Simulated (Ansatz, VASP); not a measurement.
One calculation of CoO, two programs

```
Co O
1.0
    -1.51799    1.51799    2.12120
     1.51799   -1.51799    2.12120
     1.51799    1.51799   -2.12120
Co O
1 1
Direct
  0.00000 0.00000 0.00000
  0.50000 0.50000 0.00000
```

Change from the starting cell: volume scaled by 1.02.

Alike in both runs: task single point; functional LDA; k mesh 12 × 12 × 12; occupations fermi-dirac, width 0.05 eV; collinear spin.

|  | VASP | Ansatz |
| --- | --- | --- |
| version | VASP 6.6.1 | Ansatz 0.2.0 |
| potentials or method | VASP PAW LDA potentials, release 64 (Co, O), cutoff 520 eV | all-electron LAPW, scalar-relativistic |

```tsv
	VASP	Ansatz	Ansatz less VASP
gap on the k mesh at the Fermi level (eV)	none	none	-
pressure (GPa)	-21.8	-20.3	+1.46
traceless stress, the component that is largest in VASP (GPa)	-0.43	-0.23	+0.199
net moment per atom (μB)	1.38	1.46	+0.074
size of the moment on the site where the two differ most (μB)	2.41	2.54	+0.128
```

LDA's correlation is that of Perdew and Zunger in VASP and of Perdew and Wang (1992) in Ansatz. Site moments also hang on the region over which each program counts them. A gap of «none» marks a metal or a gap that the smearing closes. Ansatz ran all-electron here, and VASP with PAW potentials.
